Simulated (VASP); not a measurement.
Wanted: the native input for a VASP 6.6.1 run.

```yaml
Task: relaxation of cell and atoms
Functional: PBE
Potentials_or_basis: VASP PAW PBE potentials, release 64 (Li_sv, Cl)
Cutoff: 600 eV
k_mesh: 6 × 6 × 6
Occupations: gaussian, width 0.1 eV
Spin: no spin polarisation
Dipole_correction: no
Further_INCAR_settings: ALGO = Normal; EDIFF = 1e-07; IBRION = 2; EDIFFG = -0.04; NSW = 90; ISIF = 3
```

The structure of LiCl lies in POSCAR:

```
LiCl
1.0
    4.7966712000      2.7693594100      1.1175374100
   -4.7966712000      2.7693594100      1.1175374100
    0.0000000000     -5.5387188200      1.1175374100
Li Cl
3 3
Direct
    0.8062090300      0.1851480000      0.8062090300
    0.1851480000      0.8062090300      0.8062090300
    0.8062090300      0.8062090300      0.1851480000
    0.1937909700      0.1937909700      0.8148520000
    0.8148520000      0.1937909700      0.1937909700
    0.1937909700      0.8148520000      0.1937909700
```

The cell was generated, and may not be a known phase.

These files were run (other wordings do the same):

INCAR

```
PREC     = Accurate       # precision mode
ENCUT    = 600            # plane-wave cutoff, eV
EDIFF    = 1E-7           # SCF threshold, eV
ISMEAR   = 0              # smearing method
SIGMA    = 0.1            # smearing width, eV
LREAL    = F              # projectors in reciprocal space
LASPH    = T              # aspherical terms in the spheres
NELM     = 60             # most SCF steps
ALGO     = Normal         # electronic algorithm
ISIF     = 3              # what is computed and relaxed
LWAVE    = F              # write WAVECAR
LCHARG   = F              # write CHGCAR
GGA      = PE             # functional
IBRION   = 2              # ionic algorithm
NSW      = 90             # ionic steps
EDIFFG   = -0.04          # ionic threshold
```

KPOINTS

```
Automatic mesh
0
Gamma
  6 6 6
```

Potentials or basis: VASP PAW PBE potentials, release 64 (Li_sv, Cl).

Launch:

```console
$ cat potpaw_PBE.64/Li_sv/POTCAR potpaw_PBE.64/Cl/POTCAR > POTCAR
$ mpirun -np 1 vasp_std > vasp.out
```

It gave:

The relaxed volume is 20.65 Å³/atom. The relaxed cell is a = 6.343 Å, b = 6.343 Å, c = 6.343 Å, α = 116.32°, β = 116.32°, γ = 116.32°, the space group after relaxing (to 0.1 Å) is R3m (No. 160) and the energy gained by relaxing is 265.4 meV/atom. The ionic steps are 11. The pressure after relaxing is 0.0 GPa and the largest force after relaxing is 0.032 eV/Å. The band gap on the k mesh is 5.75 eV.

Caveat: the cutoff is under 1.25 times the usual one of these potentials, so pressure, stress and relaxed cells hold a basis-set (Pulay) error; the volume moved by over 15 % at a fixed basis, so the end points are rough.

Run time: 16 min on 1 thread of Intel(R) Xeon(R) Platinum 8488C (Sapphire Rapids), with other jobs on the host, peak memory 0.35 GiB.
